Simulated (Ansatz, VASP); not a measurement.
# Ru: VASP beside Ansatz

Contents of INCAR:

```
SYSTEM = Ru
  PREC = Accurate
  ENCUT = 600
  EDIFF = 1E-6
  ISMEAR = 0
  SIGMA = 0.1
  LREAL = .False.
  LASPH = .True.
  NELM = 100
  ALGO = Fast
  ISIF = 3
  LWAVE = .False.
  LCHARG = .False.
  GGA = PS
  IBRION = 2
  NSW = 80
  EDIFFG = -0.015
```

File KPOINTS:

```
regular mesh
0
Gamma
  10 12 12
  0 0 0
```

POSCAR

```
Ru
1.0
    0.0000000000      0.0000000000      4.2519430486
    4.0342218022      2.3291590434      0.0000000000
   -4.0342218021      2.3291590435      0.0000000000
Ru
6
Direct
    0.2500000000      0.3333333333      0.3333333333
    0.2500000000      0.6666666667      0.0000000000
    0.2500000000      0.0000000000      0.6666666667
    0.7500000000      0.3333333333      1.0000000000
    0.7500000000      0.6666666667      0.6666666667
    0.7500000000      0.0000000000      0.3333333333
```

Input for Ansatz:

```yaml
crystal:
  lattice:
    - [0.0, 0.0, 4.2519430486]
    - [4.0342218022, 2.3291590434, 0.0]
    - [-4.0342218021, 2.3291590435, 0.0]
  atoms:
    - { symbol: Ru, position: [0.25, 0.3333333333, 0.3333333333] }
    - { symbol: Ru, position: [0.25, 0.6666666667, 0.0] }
    - { symbol: Ru, position: [0.25, 0.0, 0.6666666667] }
    - { symbol: Ru, position: [0.75, 0.3333333333, 1.0] }
    - { symbol: Ru, position: [0.75, 0.6666666667, 0.6666666667] }
    - { symbol: Ru, position: [0.75, 0.0, 0.3333333333] }
basis:
  ecutwfc: 420
kpoints:
  mp_grid: { grid: [10, 12, 12] }
hamiltonian:
  xc: pbesol
scf:
  occupations: { method: gaussian, width: 0.1 }
output:
  forces: true
  stress: true
  eigenvalues: true
  write_density: true
  write_potential: true
  elf: true
  volumetric_format: npy
relax:
  adjacent_minimum: "off"
  f_tol: 0.015
  max_steps: 60
  cell: { stress_tol: 0.15 }
```

Alike in both runs: task relaxation of cell and atoms; functional PBEsol; k mesh 10 × 12 × 12; occupations gaussian, width 0.1 eV; no spin polarisation.

```csv
,VASP,Ansatz
version,VASP 6.6.1,Ansatz 0.2.0
potentials or method,"VASP PAW PBE potentials, release 64 (Ru_pv), cutoff 600 eV","scalar-relativistic, plane waves, PAW"
valence electrons in the cell,84,96
```

|  | VASP | Ansatz | Ansatz less VASP |
| --- | --- | --- | --- |
| gap on the k mesh at the Fermi level, each at its own relaxed structure (eV) | none | none | - |
| relaxed volume (Å³/atom) | 13.32 | 13.32 | +0.001 |
| relaxed length of the cell vector where the two differ most in proportion (Å) | 4.249 | 4.249 | -0.0005 |

VASP's potentials were made for PBE, not for PBEsol. A gap of «none» marks a metal or a gap that the smearing closes. VASP's potentials hold 84 valence electrons a cell and Ansatz's 96, so a difference there can come from the potentials and not from the codes.
